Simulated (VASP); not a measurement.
Here is a VASP 6.6.1 calculation.

File INCAR:

```
  PREC = Accurate
  ENCUT = 600
  EDIFF = 1E-7
  ISMEAR = 0
  SIGMA = 0.1
  LREAL = F
  LASPH = T
  NELM = 100
  ALGO = Normal
  ISIF = 3
  LWAVE = F
  LCHARG = F
  GGA = PE
  IBRION = 2
  NSW = 90
  EDIFFG = -0.04
```

Contents of KPOINTS:

```
Automatic mesh
0
Gamma
  4 4 4
```

File POSCAR:

```
Na3Mo
1.0
    4.2195504092      0.0000000000      0.0000000000
    0.0000000000      4.2195504092      0.0000000000
    0.0000000000      0.0000000000      4.2195504092
Na Mo
3 1
Direct
    0.0000000000      0.5000000000      0.5000000000
    0.5000000000      0.0000000000      0.5000000000
    0.5000000000      0.5000000000      0.0000000000
    0.0000000000      0.0000000000      0.0000000000
```

Potentials or basis: VASP PAW PBE potentials, release 64 (Na_pv, Mo_sv).

Run with:

```bash
$ cat potpaw_PBE.64/Na_pv/POTCAR potpaw_PBE.64/Mo_sv/POTCAR > POTCAR
$ mpirun -np 1 vasp_std > vasp.out
```

(1) Estimate the relaxed cell.

(2) What does it give for the space group after relaxing (to 0.05 Å)?

(3) What does it give for the relaxed volume?

## Answers

(1) a = 4.620 Å, b = 4.620 Å, c = 4.620 Å, α = 90.00°, β = 90.00°, γ = 90.00°.

(2) Pm-3m (No. 221).

(3) 24.65 Å³/atom.

Caveat: the k points lie up to 0.34 Å⁻¹ apart in the final cell; the volume moved by over 15 % at a fixed basis, so the end points are rough.
